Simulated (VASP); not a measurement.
# InSb (R-3m) in VASP: notebook

Runs on InSb. Level: PBEsol. Tasks: single point.

Everything below comes from runs of VASP 6.6.1. Logs are shortened: lines on timing, memory, paths and dates and some standing lists are left out, and cuts for length are marked.

## 1. The cell of the first run

The structure is trigonal, space group R-3m (No. 166). Conventional cell: a = 3.450 Å, b = 3.450 Å, c = 16.901 Å, α = 90.00°, β = 90.00°, γ = 120.00°. Within 4.5 Å of In (site symmetry -3m) lie 6 In at 3.45 Å and 6 Sb at 3.45 Å. Within 4.5 Å of Sb (site symmetry -3m) lie 6 Sb at 3.45 Å and 6 In at 3.45 Å.

## 2. Single point, PBEsol

Contents of INCAR:

```
SYSTEM = InSb
PREC     = Accurate       ! precision mode
ENCUT    = 520            ! plane-wave cutoff, eV
EDIFF    = 1E-6           ! SCF threshold, eV
ISMEAR   = 0              ! smearing method
SIGMA    = 0.15           ! smearing width, eV
LREAL    = .False.        ! projectors in reciprocal space
LASPH    = .True.         ! aspherical terms in the spheres
NELM     = 100            ! most SCF steps
ALGO     = Normal         ! electronic algorithm
ISIF     = 2              ! what is computed and relaxed
LWAVE    = .False.        ! write WAVECAR
LCHARG   = .False.        ! write CHGCAR
GGA      = PS             ! functional
NBANDS   = 16             ! bands
```

Contents of KPOINTS:

```
Automatic mesh
0
Gamma
  16 16 16
  0 0 0
```

Contents of POSCAR:

```
InSb
1.0
    1.6262992565      4.0657481412      4.0657481412
    4.0657481412      1.6262992565      4.0657481412
    4.0657481412      4.0657481412      1.6262992565
In Sb
1 1
Direct
    0.0000000000      0.0000000000      0.0000000000
    0.5000000000      0.5000000000      0.5000000000
```

Potentials or basis: VASP PAW PBE potentials, release 64 (In_d, Sb).

Launch:

```sh
$ cat potpaw_PBE.64/In_d/POTCAR potpaw_PBE.64/Sb/POTCAR > POTCAR
$ mpirun -np 1 vasp_std > vasp.out
```

OUTCAR:

```text
SYSTEM = InSb
   PREC = Accurate
   ENCUT = 520
   EDIFF = 1E-6
   ISMEAR = 0
   LREAL = .False.
   LASPH = .True.
   NELM = 100
   ISIF = 2
   GGA = PS

 ion  position               nearest neighbor table
   1  0.000  0.000  0.000-   2 3.45   2 3.45   2 3.45   2 3.45   2 3.45   2 3.45
   2  0.500  0.500  0.500-   1 3.45   1 3.45   1 3.45   1 3.45   1 3.45   1 3.45

  LATTYP: Found a trigonal (rhomboedric) cell.
 ALAT       =     5.9754050212
 COS(alpha) =     0.8333333333

  Lattice vectors:

 A1 = (   1.6262992565,   4.0657481412,   4.0657481412)
 A2 = (   4.0657481412,   1.6262992565,   4.0657481412)
 A3 = (   4.0657481412,   4.0657481412,   1.6262992565)

Analysis of symmetry for initial positions (statically):
=====================================================================
 Subroutine PRICEL returns:
 Original cell was already a primitive cell.

 Routine SETGRP: Setting up the symmetry group for a
 trigonal (rhombohedral) supercell.

 Subroutine GETGRP returns: Found 12 space group operations
 (whereof 12 operations were pure point group operations)
 out of a pool of 12 trial point group operations.

The static configuration has the point symmetry D_3d.

Analysis of symmetry for dynamics (positions and initial velocities):
=====================================================================
 Subroutine PRICEL returns:
 Original cell was already a primitive cell.

 Routine SETGRP: Setting up the symmetry group for a
 trigonal (rhombohedral) supercell.

 Subroutine GETGRP returns: Found 12 space group operations
 (whereof 12 operations were pure point group operations)
 out of a pool of 12 trial point group operations.

The dynamic configuration has the point symmetry D_3d.

 Subroutine INISYM returns: Found 12 space group operations
 (whereof 12 operations are pure point group operations),
 and found     1 'primitive' translations

----------------------------------------------------------------------------------------

                                     Primitive cell

  volume of cell :      58.0678

  direct lattice vectors                    reciprocal lattice vectors
     1.626299257  4.065748141  4.065748141    -0.239125049  0.170803606  0.170803606
     4.065748141  1.626299257  4.065748141     0.170803606 -0.239125049  0.170803606
     4.065748141  4.065748141  1.626299257     0.170803606  0.170803606 -0.239125049

  length of vectors
     5.975405021  5.975405021  5.975405021     0.339894885  0.339894885  0.339894885

  position of ions in fractional coordinates (direct lattice)
     0.000000000  0.000000000  0.000000000
     0.500000000  0.500000000  0.500000000

  ion indices of the primitive-cell ions
   primitive index   ion index
                 1           1
                 2           2

----------------------------------------------------------------------------------------

 KPOINTS: Automatic mesh

Automatic generation of k-mesh.
 Grid dimensions read from file:
 generate k-points for:   16   16   16

 Generating k-lattice:

  Cartesian coordinates                     Fractional coordinates (reciprocal lattice)
    -0.014945316  0.010675225  0.010675225     0.062500000  0.000000000  0.000000000
     0.010675225 -0.014945316  0.010675225     0.000000000  0.062500000  0.000000000
     0.010675225  0.010675225 -0.014945316     0.000000000  0.000000000  0.062500000

  Length of vectors
     0.021243430  0.021243430  0.021243430

  Shift w.r.t. Gamma in fractional coordinates (k-lattice)
     0.000000000  0.000000000  0.000000000

 Subroutine IBZKPT returns following result:
 ===========================================

 Found    417 irreducible k-points:

 Following reciprocal coordinates:
            Coordinates               Weight
  0.000000  0.000000  0.000000      1.000000
  0.062500  0.000000  0.000000      6.000000
  0.125000  0.000000  0.000000      6.000000
  0.187500 -0.000000 -0.000000      6.000000
  0.250000  0.000000  0.000000      6.000000
  0.312500  0.000000 -0.000000      6.000000
[... 16 lines left out ...]
 -0.125000  0.062500  0.000000     12.000000
 -0.062500  0.062500  0.000000      6.000000
 [... further k-points ...]
   k-points           NKPTS =    417   k-points in BZ     NKDIM =    417   number of bands    NBANDS=     16
   number of dos      NEDOS =    301   number of ions     NIONS =      2
   total plane-waves  NPLWV = 110592
   dimension x,y,z NGX =    48 NGY =   48 NGZ =   48
   dimension x,y,z NGXF=    96 NGYF=   96 NGZF=   96
   ions per type =               1   1
   NGX,Y,Z   is equivalent  to a cutoff of  13.35, 13.35, 13.35 a.u.
   NGXF,Y,Z  is equivalent  to a cutoff of  26.71, 26.71, 26.71 a.u.
 SYSTEM =  InSb
   PREC   = accura    normal or accurate (medium, high low for compatibility)
   ISTART =      0    job   : 0-new  1-cont  2-samecut
   ICHARG =      2    charge: 1-file 2-atom 10-const
   ISPIN  =      1    spin polarized calculation?
[... 57 lines left out ...]
 cond. band min:       6.8336700606   @ k =  -0.2500   0.2500   0.0625
 fundamental gap:      0.0100767168
 Fermi energy:         6.8243808482

 k-point     1 :       0.0000    0.0000    0.0000
  band No.  band energies     occupation
      1      -7.6462      2.00000
      2      -7.5951      2.00000
      3      -7.5951      2.00000
      4      -7.4548      2.00000
      5      -7.4548      2.00000
      6      -4.5401      2.00000
[... 8 lines left out ...]
     15      16.4806      0.00000
     16      16.4806      0.00000

 k-point     2 :       0.0625    0.0000    0.0000
  band No.  band energies     occupation
      1      -7.6405      2.00000
      2      -7.5968      2.00000
      3      -7.5868      2.00000
      4      -7.4605      2.00000
      5      -7.4560      2.00000
      6      -4.4759      2.00000
[... 8 lines left out ...]
     15      16.1089      0.00000
     16      16.7198      0.00000

 k-point     3 :       0.1250    0.0000    0.0000
  band No.  band energies     occupation
      1      -7.6303      2.00000
      2      -7.5957      2.00000
      3      -7.5630      2.00000
      4      -7.4766      2.00000
      5      -7.4595      2.00000
      6      -4.2840      2.00000
[... 8 lines left out ...]
     15      16.5829      0.00000
     16      17.1192      0.00000

 k-point     4 :       0.1875   -0.0000   -0.0000
  band No.  band energies     occupation
      1      -7.6350      2.00000
      2      -7.5746      2.00000
      3      -7.5270      2.00000
      4      -7.5004      2.00000
      5      -7.4646      2.00000
      6      -3.9675      2.00000
[... 8 lines left out ...]
     15      16.3191      0.00000
     16      17.7294      0.00000

 k-point     5 :       0.2500    0.0000    0.0000
  band No.  band energies     occupation
      1      -7.6502      2.00000
      2      -7.5410      2.00000
      3      -7.5279      2.00000
      4      -7.4842      2.00000
      5      -7.4706      2.00000
      6      -3.5337      2.00000
[... 8 lines left out ...]
     15      15.9903      0.00000
     16      16.8966      0.00000

 k-point     6 :       0.3125    0.0000   -0.0000
  band No.  band energies     occupation
      1      -7.6673      2.00000
      2      -7.5551      2.00000
      3      -7.5061      2.00000
      4      -7.4769      2.00000
      5      -7.4405      2.00000
      6      -2.9993      2.00000
[... 8 lines left out ...]
     15      15.3305      0.00000
     16      16.8432      0.00000
[... 267 lines left out ...]
 k-point    21 :      -0.2500    0.0625   -0.0000
  band No.  band energies     occupation
      1      -7.6505      2.00000
      2      -7.5426      2.00000
      3      -7.5319      2.00000
      4      -7.4764      2.00000
      5      -7.4564      2.00000
      6      -3.2430      2.00000
[... 8 lines left out ...]
     15      16.3412      0.00000
     16      17.2044      0.00000

 k-point    22 :      -0.1875    0.0625    0.0000
  band No.  band energies     occupation
      1      -7.6341      2.00000
      2      -7.5685      2.00000
      3      -7.5158      2.00000
      4      -7.4979      2.00000
      5      -7.4693      2.00000
      6      -3.7265      2.00000
[... 8 lines left out ...]
     15      16.8362      0.00000
     16      17.5260      0.00000

 k-point    23 :      -0.1250    0.0625    0.0000
  band No.  band energies     occupation
      1      -7.6226      2.00000
      2      -7.5969      2.00000
      3      -7.5376      2.00000
      4      -7.4908      2.00000
      5      -7.4632      2.00000
      6      -4.0995      2.00000
[... 8 lines left out ...]
     15      16.7477      0.00000
     16      17.0345      0.00000

 k-point    24 :      -0.0625    0.0625    0.0000
  band No.  band energies     occupation
      1      -7.6306      2.00000
      2      -7.6005      2.00000
      3      -7.5694      2.00000
      4      -7.4713      2.00000
      5      -7.4584      2.00000
      6      -4.3509      2.00000
[... 8 lines left out ...]
     15      16.1732      0.00000
     16      17.1022      0.00000

 [... further k-points ...]

------------------------ aborting loop because EDIFF is reached ----------------------------------------

  FORCE on cell =-STRESS in cart. coord.  units (eV):
  Direction    XX          YY          ZZ          XY          YZ          ZX
  --------------------------------------------------------------------------------------
  -------------------------------------------------------------------------------------
  Total       -1.4992553     -1.4992553     -1.4992553      0.0739734      0.0739734      0.0739734
  in kB      -41.3667119    -41.3667119    -41.3667119      2.0410364      2.0410364      2.0410364
  external PRESSURE =     -41.3667119 kB  Pullay stress =       0.0000000 kB

 VOLUME and BASIS-vectors are now :
 -----------------------------------------------------------------------------
  energy-cutoff  :      520.00
  volume of cell :       58.07
      direct lattice vectors                 reciprocal lattice vectors
     1.626299257  4.065748141  4.065748141    -0.239125049  0.170803606  0.170803606
     4.065748141  1.626299257  4.065748141     0.170803606 -0.239125049  0.170803606
     4.065748141  4.065748141  1.626299257     0.170803606  0.170803606 -0.239125049

 POSITION                                       TOTAL-FORCE (eV/Angst)
 -----------------------------------------------------------------------------------
      0.00000      0.00000      0.00000        -0.000000     -0.000000     -0.000000
      4.87890      4.87890      4.87890         0.000000      0.000000      0.000000
 -----------------------------------------------------------------------------------
    total drift:                               -0.000000     -0.000000     -0.000000

  FREE ENERGIE OF THE ION-ELECTRON SYSTEM (eV)
  ---------------------------------------------------
  free  energy   TOTEN  =        -7.2540033431 eV

  energy  without entropy=       -7.2367854310  energy(sigma->0) =       -7.24539439
```

Wall time 6.6 min (1 thread of AMD EPYC 9R45 (Zen 5), shared host); peak memory 0.6 GiB.

Results:

* Free energy: -7.2540 eV
* Pressure: -4.1 GPa
* Band gap on the k mesh: zero (bands 9 and 10 overlap by 5.60 eV)

Caveat: the cell stands under tension; the PAW data sets were made with another functional, which shifts forces and pressure a little; spin-orbit coupling is left out, which moves the levels of the heavy elements.

## 3. Single point, PBEsol

This run uses another cell than the first one, of the same volume but with other edges.

Contents of INCAR:

```
SYSTEM = InSb
ALGO = Normal
EDIFF = 1E-6
ENCUT = 520
GGA = PS
ISIF = 2
ISMEAR = 0
LASPH = .TRUE.
LCHARG = .TRUE.
LELF = .TRUE.
LREAL = .FALSE.
LVHAR = .TRUE.
LWAVE = .FALSE.
NBANDS = 16
NELM = 100
PREC = Accurate
SIGMA = 0.15
```

Contents of KPOINTS:

```
k-points
0
G
  16 16 16
  0 0 0
```

Contents of POSCAR:

```
InSb
1.0
   -0.6660737887      2.7791354632      2.7791354632
    2.7791354632     -0.6660737887      2.7791354632
    2.7791354632      2.7791354632     -0.6660737887
In Sb
1 1
Direct
    0.0000000000      0.0000000000      0.0000000000
    0.5000000000      0.5000000000      0.5000000000
```

Potentials or basis: VASP PAW PBE potentials, release 64 (In_d, Sb).

Launch:

```sh
$ cat potpaw_PBE.64/In_d/POTCAR potpaw_PBE.64/Sb/POTCAR > POTCAR
$ mpirun -np 1 vasp_std > vasp.out
```

It took 1.9 min on 1 thread of AMD EPYC 9R45 (Zen 5), shared host; peak memory 0.47 GiB.

Results (log left out):

| Property | Result |
| --- | --- |
| Free energy | -7.2717 eV |
| Pressure | -3.2 GPa |
| Band gap on the k mesh | zero (bands 9 and 10 overlap by 2.11 eV) |

Stress tensor (GPa, compression positive):
```
-3.16  1.04  1.04
 1.04 -3.16  1.04
 1.04  1.04 -3.16
```

Levels at points of the mesh, in eV from the Fermi level:
| k point | band 5 | band 6 | band 7 | band 8 | band 9 | band 10 | band 11 | band 12 | band 13 | band 14 |
| --- | --- | --- | --- | --- | --- | --- | --- | --- | --- | --- |
| (0.00, 0.00, 0.00) | -14.29 | -10.98 | -1.66 | -0.88 | -0.88 | 0.91 | 4.74 | 4.74 | 5.80 | 6.87 |
| (0.50, 0.00, 0.00) | -14.28 | -9.46 | -6.68 | 0.48 | 0.78 | 1.84 | 2.59 | 3.77 | 5.08 | 7.41 |
| (0.50, 0.50, 0.00) | -14.24 | -8.47 | -4.37 | -3.70 | -3.32 | -0.25 | 4.11 | 5.93 | 6.90 | 8.37 |
| (0.50, 0.50, 0.50) | -14.24 | -8.26 | -4.92 | -1.05 | -1.05 | 0.10 | 0.42 | 0.77 | 0.77 | 12.10 |

Caveat: the cell stands under tension; the PAW data sets were made with another functional, which shifts forces and pressure a little; spin-orbit coupling is left out, which moves the levels of the heavy elements.

## 4. Single point, PBEsol

This run uses another cell than the first one, of the same volume but with other edges.

Contents of INCAR:

```
SYSTEM = InSb
PREC = Accurate
ENCUT = 520
EDIFF = 1E-6
ISMEAR = 0
SIGMA = 0.15
LREAL = .False.
LASPH = .True.
NELM = 100
ALGO = Normal
ISIF = 2
LWAVE = .False.
LCHARG = .False.
GGA = PS
NBANDS = 16
```

Contents of KPOINTS:

```
regular mesh
0
Gamma
  16 16 16
  0 0 0
```

Contents of POSCAR:

```
InSb
1.0
    0.7491830582      3.4900966860      3.4900966860
    3.4900966860      0.7491830582      3.4900966860
    3.4900966860      3.4900966860      0.7491830582
In Sb
1 1
Direct
    0.0000000000      0.0000000000      0.0000000000
    0.5000000000      0.5000000000      0.5000000000
```

Launch:

```sh
$ cat potpaw_PBE.64/In_d/POTCAR potpaw_PBE.64/Sb/POTCAR > POTCAR
$ mpirun -np 1 vasp_std > vasp.out
```

Run time: 3.8 min. Hardware: 1 thread of AMD EPYC 9R45 (Zen 5), shared host; peak memory 0.52 GiB.

The run converged. Its results:

```
Free energy            : -7.2499 eV
Pressure               : -2.8 GPa
Band gap on the k mesh : zero (bands 9 and 10 overlap by 3.05 eV)
```

Stress tensor (GPa, compression positive):
```
-2.83 -1.42 -1.42
-1.42 -2.83 -1.42
-1.42 -1.42 -2.83
```

Levels at points of the mesh, in eV from the Fermi level:
```
           k point  band 7  band 8  band 9  band 10  band 11  band 12
(0.00, 0.00, 0.00)   -2.83   -2.75    1.46     1.46     5.81     6.37
(0.50, 0.00, 0.00)   -6.01   -1.22   -0.14     0.58     2.06     2.38
(0.50, 0.50, 0.00)   -4.54   -3.63   -3.19    -0.68     3.66     5.73
(0.50, 0.50, 0.50)   -7.49    1.77    1.77     4.31     4.56     4.56
```

Caveat: the PAW data sets were made with another functional, which shifts forces and pressure a little; spin-orbit coupling is left out, which moves the levels of the heavy elements.

## 5. Single point, PBEsol

This run uses another cell than the first one, of the same volume but with other edges.

Contents of INCAR:

```
SYSTEM = InSb
PREC     = Accurate       ! precision mode
ENCUT    = 520            ! plane-wave cutoff, eV
EDIFF    = 1E-7           ! SCF threshold, eV
ISMEAR   = 0              ! smearing method
SIGMA    = 0.15           ! smearing width, eV
LREAL    = .False.        ! projectors in reciprocal space
LASPH    = .True.         ! aspherical terms in the spheres
NELM     = 100            ! most SCF steps
ALGO     = Normal         ! electronic algorithm
ISIF     = 2              ! what is computed and relaxed
LWAVE    = .False.        ! write WAVECAR
LCHARG   = .True.         ! write CHGCAR
GGA      = PS             ! functional
LELF     = .True.         ! ELF
LVHAR    = .True.       
NBANDS   = 16             ! bands
```

Contents of KPOINTS:

```
Automatic mesh
0
Gamma
  16 16 16
  0 0 0
```

Contents of POSCAR:

```
InSb
1.0
   -0.9717473610      2.6723052427      2.6723052427
    2.6723052427     -0.9717473610      2.6723052427
    2.6723052427      2.6723052427     -0.9717473610
In Sb
1 1
Direct
    0.0000000000      0.0000000000      0.0000000000
    0.5000000000      0.5000000000      0.5000000000
```

Launch:

```sh
$ cat potpaw_PBE.64/In_d/POTCAR potpaw_PBE.64/Sb/POTCAR > POTCAR
$ mpirun -np 1 vasp_std > vasp.out
```

Wall time 2.5 min (1 thread of AMD EPYC 9R45 (Zen 5), shared host); peak memory 0.47 GiB.

The run converged. Its results:

```
Free energy            : -7.2533 eV
Pressure               : -3.9 GPa
Band gap on the k mesh : zero (bands 9 and 10 overlap by 2.56 eV)
```

Stress tensor (GPa, compression positive):
```
-3.91 -0.29 -0.29
-0.29 -3.91 -0.29
-0.29 -0.29 -3.91
```

Levels at points of the mesh, in eV from the Fermi level:
```
           k point  band 6  band 7  band 8  band 9  band 10  band 11  band 12  band 13
(0.00, 0.00, 0.00)  -11.01   -2.22   -0.90   -0.90     0.33     4.28     4.28     6.31
(0.50, 0.00, 0.00)   -9.56   -6.74    0.76    0.92     1.85     2.96     3.07     4.61
(0.50, 0.50, 0.00)   -8.43   -4.27   -4.00   -3.76     0.98     4.95     5.44     6.05
(0.50, 0.50, 0.50)   -7.90   -3.86   -1.60   -1.60    -0.91    -0.43     0.17     0.17
```

Caveat: the cell stands under tension; the PAW data sets were made with another functional, which shifts forces and pressure a little; spin-orbit coupling is left out, which moves the levels of the heavy elements.

## 6. Overview

```csv
cell,gap on the mesh (eV),pressure (GPa)
"a = 5.975 Å, angles 33.6°, 2 atoms",none,-4.1
"a = 3.986 Å, angles 75.3°, 2 atoms",none,-3.2
"a = 4.992 Å, angles 45.7°, 2 atoms",none,-2.8
"a = 3.902 Å, angles 82.7°, 2 atoms",none,-3.9
```

Alike in all rows: task single point; level PBEsol; potentials or basis VASP PAW PBE potentials, release 64 (In_d, Sb); no spin polarisation; k mesh 16 × 16 × 16; cutoff (eV) 520; smearing gaussian 0.15 eV.

Caveats: the PAW data sets were made with another functional, which shifts forces and pressure a little; spin-orbit coupling is left out, which moves the levels of the heavy elements; the cell stands under tension (at least some runs).

Total energies depend on the potentials used, so only differences within one code and one set of settings carry meaning.
